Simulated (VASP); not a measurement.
# Ba (Im-3m) in VASP: relaxation of cell and atoms with PBEsol+D4

Aim: the relaxation of cell and atoms of Ba with PBEsol+D4.

Everything below comes from runs of VASP 6.6.1. Logs are shortened: lines on timing, memory, paths and dates and some standing lists are left out, and cuts for length are marked.

### 1 The cell of the first run

It takes space group Im-3m (No. 229, cubic). The conventional cell has a = 5.013 Å, b = 5.013 Å, c = 5.013 Å, α = 90.00°, β = 90.00°, γ = 90.00°. Within 5.7 Å of Ba (site symmetry m-3m) lie 14 Ba at 4.34 to 5.01 Å.

### 2 Relaxation of cell and atoms, PBEsol+D4

File INCAR:

```
PREC = Accurate
ENCUT = 600
EDIFF = 1E-6
ISMEAR = -1
SIGMA = 0.05
LREAL = F
LASPH = T
NELM = 100
ALGO = Normal
ISIF = 3
LWAVE = F
LCHARG = F
GGA = PS
IVDW = 13
IBRION = 2
NSW = 60
EDIFFG = -0.01
```

File KPOINTS:

```
Automatic mesh
0
Gamma
  8 8 8
```

File POSCAR:

```
Ba
1.0
   -2.5065000000      2.5065000000      2.5065000000
    2.5065000000     -2.5065000000      2.5065000000
    2.5065000000      2.5065000000     -2.5065000000
Ba
1
Direct
    0.0000000000      0.0000000000      0.0000000000
```

Potentials or basis: VASP PAW PBE potentials, release 64 (Ba_sv).

On the command line:

```sh
> cat potpaw_PBE.64/Ba_sv/POTCAR > POTCAR
> mpirun -np 1 vasp_std > vasp.out
```

OUTCAR:

```text
PREC = Accurate
   ENCUT = 600
   EDIFF = 1E-6
   ISMEAR = -1
   LREAL = F
   LASPH = T
   NELM = 100
   ISIF = 3
   GGA = PS
   IVDW = 13
   IBRION = 2
   NSW = 60
   EDIFFG = -0.01

 ion  position               nearest neighbor table
   1  0.000  0.000  0.000-

  LATTYP: Found a body centered cubic cell.
 ALAT       =     5.0130000000

  Lattice vectors:

 A1 = (  -2.5065000000,   2.5065000000,   2.5065000000)
 A2 = (   2.5065000000,  -2.5065000000,   2.5065000000)
 A3 = (   2.5065000000,   2.5065000000,  -2.5065000000)

Analysis of symmetry for initial positions (statically):
=====================================================================
 Subroutine PRICEL returns:
 Original cell was already a primitive cell.

 Routine SETGRP: Setting up the symmetry group for a
 body centered cubic supercell.

 Subroutine GETGRP returns: Found 48 space group operations
 (whereof 48 operations were pure point group operations)
 out of a pool of 48 trial point group operations.

The static configuration has the point symmetry O_h .

Analysis of symmetry for dynamics (positions and initial velocities):
=====================================================================
 Subroutine PRICEL returns:
 Original cell was already a primitive cell.

 Routine SETGRP: Setting up the symmetry group for a
 body centered cubic supercell.

 Subroutine GETGRP returns: Found 48 space group operations
 (whereof 48 operations were pure point group operations)
 out of a pool of 48 trial point group operations.

The dynamic configuration has the point symmetry O_h .

 Subroutine INISYM returns: Found 48 space group operations
 (whereof 48 operations are pure point group operations),
 and found     1 'primitive' translations

----------------------------------------------------------------------------------------

                                     Primitive cell

  volume of cell :      62.9888

  direct lattice vectors                    reciprocal lattice vectors
    -2.506500000  2.506500000  2.506500000     0.000000000  0.199481348  0.199481348
     2.506500000 -2.506500000  2.506500000     0.199481348  0.000000000  0.199481348
     2.506500000  2.506500000 -2.506500000     0.199481348  0.199481348  0.000000000

  length of vectors
     4.341385349  4.341385349  4.341385349     0.282109228  0.282109228  0.282109228

  position of ions in fractional coordinates (direct lattice)
     0.000000000  0.000000000  0.000000000

  ion indices of the primitive-cell ions
   primitive index   ion index
                 1           1

----------------------------------------------------------------------------------------

 KPOINTS: Automatic mesh

Automatic generation of k-mesh.
 Grid dimensions read from file:
 generate k-points for:    8    8    8

 Generating k-lattice:

  Cartesian coordinates                     Fractional coordinates (reciprocal lattice)
     0.000000000  0.024935169  0.024935169     0.125000000  0.000000000  0.000000000
     0.024935169  0.000000000  0.024935169     0.000000000  0.125000000  0.000000000
     0.024935169  0.024935169  0.000000000     0.000000000  0.000000000  0.125000000

  Length of vectors
     0.035263654  0.035263654  0.035263654

  Shift w.r.t. Gamma in fractional coordinates (k-lattice)
     0.000000000  0.000000000  0.000000000

 Subroutine IBZKPT returns following result:
 ===========================================

 Found     29 irreducible k-points:

 Following reciprocal coordinates:
            Coordinates               Weight
  0.000000  0.000000  0.000000      1.000000
  0.125000  0.000000  0.000000     12.000000
  0.250000  0.000000  0.000000     12.000000
  0.375000  0.000000  0.000000     12.000000
  0.500000  0.000000  0.000000      6.000000
  0.125000  0.125000  0.000000     24.000000
[... 16 lines left out ...]
 -0.250000  0.250000  0.250000      6.000000
 -0.375000  0.375000  0.250000     24.000000
 [... further k-points ...]
   k-points           NKPTS =     29   k-points in BZ     NKDIM =     29   number of bands    NBANDS=      9
   number of dos      NEDOS =    301   number of ions     NIONS =      1
   total plane-waves  NPLWV =  46656
   dimension x,y,z NGX =    36 NGY =   36 NGZ =   36
   dimension x,y,z NGXF=    72 NGYF=   72 NGZF=   72
   ions per type =               1
   NGX,Y,Z   is equivalent  to a cutoff of  13.79, 13.79, 13.79 a.u.
   NGXF,Y,Z  is equivalent  to a cutoff of  27.57, 27.57, 27.57 a.u.
 SYSTEM =  unknown system
   PREC   = accura    normal or accurate (medium, high low for compatibility)
   ISTART =      0    job   : 0-new  1-cont  2-samecut
   ICHARG =      2    charge: 1-file 2-atom 10-const
   ISPIN  =      1    spin polarized calculation?
   LNONCOLLINEAR =      F non collinear calculations
   LSORBIT =      F    spin-orbit coupling
   LASPH  =      T    aspherical Exc in radial PAW
   ENCUT  =  600.0 eV  44.10 Ry    6.64 a.u.   8.67  8.67  8.67*2*pi/ulx,y,z
   NELM   =    100;   NELMIN=  2; NELMDL= -5     # of ELM steps
   EDIFF  = 0.1E-05   stopping-criterion for ELM
   LREAL  =      F    real-space projection
   EDIFFG = -.1E-01   stopping-criterion for IOM
   NSW    =     60    number of steps for IOM
   IBRION =      2    ionic relax: 0-MD 1-quasi-New 2-CG
   NFREE  =      1    steps in history (QN), initial steepest desc. (CG)
   ISIF   =      3    stress and relaxation
   ISYM   =      2    0-nonsym 1-usesym 2-fastsym
   POTIM  = 0.5000    time-step for ionic-motion
   TEBEG  =    0.0;   TEEND  =   0.0 temperature during run
   PSTRESS=    0.0 pullay stress
   NELECT =      10.0000    total number of electrons
   NUPDOWN=      -1.0000    fix difference up-down
   EMIN   =  10.00;   EMAX   =-10.00  energy-range for DOS
   EFERMI =   0.00;   METHOD = LEGACY
   ISMEAR =    -1;   SIGMA  =   0.05  broadening in eV -4-tet -1-fermi 0-gaus
   EFERMI_NEDOS =   21; number of points for ismear=-14 and -15
   IALGO  =     38    algorithm
   IMIX   =      4    mixing-type and parameters
     AMIX     =   0.40;   BMIX     =  1.00
     AMIX_MAG =   1.60;   BMIX_MAG =  1.00
  volume/ion in A,a.u.               =      62.99       425.07
  Fermi-wavevector in a.u.,A,eV,Ry     =   0.886449  1.675146 10.691349  0.785792
  Thomas-Fermi vector in A             =   2.007617
   LORBIT       =      0    0 simple, 1 ext, 2 COOP (PROOUT), +10 PAW based schemes
   GGA     = PS    functional components
   LHFCALC =     F    Hartree Fock is set to
   AEXX    =    0.0000 exact exchange contribution
   IVDW    =    13    specifies the selected vdW correction
   LEPSILON=     F    determine dielectric tensor
   LRPA    =     F    only Hartree local field effects (RPA)
 conjugate gradient relaxation of ions
 non-spin polarized calculation
  energy-cutoff  :      600.00
  volume of cell :       62.99
 maximum number of plane-waves:      2123
   NGX = 17   NGY = 17   NGZ = 17

--------------------------------------- Ionic step        1  -------------------------------------------

 number of electron      10.0000001 magnetization

 Free energy of the ion-electron system (eV)
  ---------------------------------------------------
  ext. energy  EPLUGINS =         0.00000000
  ---------------------------------------------------
  free energy    TOTEN  =        -2.14863480 eV

  energy without entropy =       -2.14059253  energy(sigma->0) =       -2.14461366

------------------------ aborting loop because EDIFF is reached ----------------------------------------

  DFT-D4 for vdW energy calculation

  Edisp (eV):   -0.09283

  FORCE on cell =-STRESS in cart. coord.  units (eV):
  Direction    XX          YY          ZZ          XY          YZ          ZX
  --------------------------------------------------------------------------------------
  -------------------------------------------------------------------------------------
  Total      -0.35384    -0.35384    -0.35384     0.00000     0.00000     0.00000
  in kB      -9.00014    -9.00014    -9.00014     0.00000     0.00000     0.00000
  external pressure =       -9.00 kB  Pullay stress =        0.00 kB

 VOLUME and BASIS-vectors are now :
 -----------------------------------------------------------------------------
  energy-cutoff  :      600.00
  volume of cell :       62.99
      direct lattice vectors                 reciprocal lattice vectors
    -2.506500000  2.506500000  2.506500000     0.000000000  0.199481348  0.199481348
     2.506500000 -2.506500000  2.506500000     0.199481348  0.000000000  0.199481348
     2.506500000  2.506500000 -2.506500000     0.199481348  0.199481348  0.000000000
[... 40 lines left out ...]
 POSITION                                       TOTAL-FORCE (eV/Angst)
 -----------------------------------------------------------------------------------
      2.46371      2.46371     -2.46371        -0.000000      0.000000     -0.000000
 -----------------------------------------------------------------------------------
    total drift:                               -0.000000      0.000000     -0.000000

  FREE ENERGIE OF THE ION-ELECTRON SYSTEM (eV)
  ---------------------------------------------------
  free  energy   TOTEN  =        -2.2308516481 eV

  energy  without entropy=       -2.2235310735  energy(sigma->0) =       -2.22719136

--------------------------------------- Ionic step        3  -------------------------------------------

 number of electron      10.0000000 magnetization

 Free energy of the ion-electron system (eV)
  ---------------------------------------------------
  ext. energy  EPLUGINS =         0.00000000
  ---------------------------------------------------
  free energy    TOTEN  =        -2.15771782 eV

  energy without entropy =       -2.15074386  energy(sigma->0) =       -2.15423084

 E-fermi :   1.8237     XC(G=0):  -7.8323

 val. band max:        1.7429509838   @ k =  -0.3750   0.5000   0.2500
 cond. band min:       2.0243906704   @ k =   0.2500   0.2500   0.1250
 fundamental gap:      0.2814396866
 Fermi energy:         1.8236573924

 k-point     1 :       0.0000    0.0000    0.0000
  band No.  band energies     occupation
      1     -26.8312      2.00000
      2     -11.6954      2.00000
      3     -11.6954      2.00000
      4     -11.6954      2.00000
      5      -0.9424      2.00000
      6       3.7866      0.00000
      7       3.7866      0.00000
      8       3.7866      0.00000
      9       5.3615      0.00000

 k-point     2 :       0.1250    0.0000    0.0000
  band No.  band energies     occupation
      1     -26.8215      2.00000
      2     -11.7965      2.00000
      3     -11.7258      2.00000
      4     -11.6963      2.00000
      5      -0.6192      2.00000
      6       3.5336      0.00000
      7       3.6205      0.00000
      8       4.1221      0.00000
      9       5.0310      0.00000
[... 253 lines left out ...]
 k-point    24 :      -0.3750    0.3750    0.2500
  band No.  band energies     occupation
      1     -26.7485      2.00000
      2     -12.1681      2.00000
      3     -11.9851      2.00000
      4     -11.9295      2.00000
      5       1.5756      1.98608
      6       2.0553      0.01926
      7       3.8757      0.00000
      8       4.1364      0.00000
      9       5.7966      0.00000

 [... further k-points ...]

------------------------ aborting loop because EDIFF is reached ----------------------------------------

  DFT-D4 for vdW energy calculation

  Edisp (eV):   -0.07686

  FORCE on cell =-STRESS in cart. coord.  units (eV):
  Direction    XX          YY          ZZ          XY          YZ          ZX
  --------------------------------------------------------------------------------------
  -------------------------------------------------------------------------------------
  Total      -0.00346    -0.00346    -0.00346    -0.00000     0.00000    -0.00000
  in kB      -0.09702    -0.09702    -0.09702    -0.00000     0.00000    -0.00000
  external pressure =       -0.10 kB  Pullay stress =        0.00 kB

 VOLUME and BASIS-vectors are now :
 -----------------------------------------------------------------------------
  energy-cutoff  :      600.00
  volume of cell :       57.12
      direct lattice vectors                 reciprocal lattice vectors
    -2.426081578  2.426081578  2.426081578     0.000000000  0.206093647  0.206093647
     2.426081578 -2.426081578  2.426081578     0.206093647  0.000000000  0.206093647
     2.426081578  2.426081578 -2.426081578     0.206093647  0.206093647  0.000000000

 POSITION                                       TOTAL-FORCE (eV/Angst)
 -----------------------------------------------------------------------------------
      0.00000     -0.00000      0.00000         0.000000     -0.000000     -0.000000
 -----------------------------------------------------------------------------------
    total drift:                               -0.000000      0.000000      0.000000

  FREE ENERGIE OF THE ION-ELECTRON SYSTEM (eV)
  ---------------------------------------------------
  free  energy   TOTEN  =        -2.2345788510 eV

  energy  without entropy=       -2.2276048982  energy(sigma->0) =       -2.23109187

 reached required accuracy - stopping structural energy minimisation
```

Run time: 46 s. Hardware: 1 thread of Intel Xeon 6975P-C, shared host; peak memory 0.21 GiB.

Results:

```yaml
Free_energy: -2.2346 eV
Relaxed_volume: 57.12 Å³/atom
Relaxed_cell: a = 4.202 Å, b = 4.202 Å, c = 4.202 Å, α = 109.47°, β = 109.47°, γ = 109.47°
Space_group_after_relaxing_to_0.05_Å: Im-3m (No. 229)
Energy_gained_by_relaxing: -6.9 meV/atom
Ionic_steps: 3
Pressure_after_relaxing: 0.0 GPa
Band_gap_on_the_k_mesh: zero (band 5 reaches 2.48 eV, above the bottom of band 6 at 1.18 eV)
Dispersion_energy_per_atom: -0.077 eV
```

The path:
```
step  energy change (eV)  largest force (eV/Å)  pressure (GPa)  volume (Å³)
   1              0.0000                0.0000           -0.90        62.99
   2              0.0106                0.0000           -0.44        59.82
   3              0.0069                0.0000           -0.01        57.12
```

Final structure:
```xyz
1
Lattice="-2.4261 2.4261 2.4261 2.4261 -2.4261 2.4261 2.4261 2.4261 -2.4261" Properties=species:S:1:pos:R:3 pbc="T T T"
Ba    0.0000    0.0000    0.0000
```

Caveat: the PAW data sets were made with another functional, which shifts forces and pressure a little; spin-orbit coupling is left out, which moves the levels of the heavy elements; pairwise dispersion overbinds metals, which lowers pressure and volume.
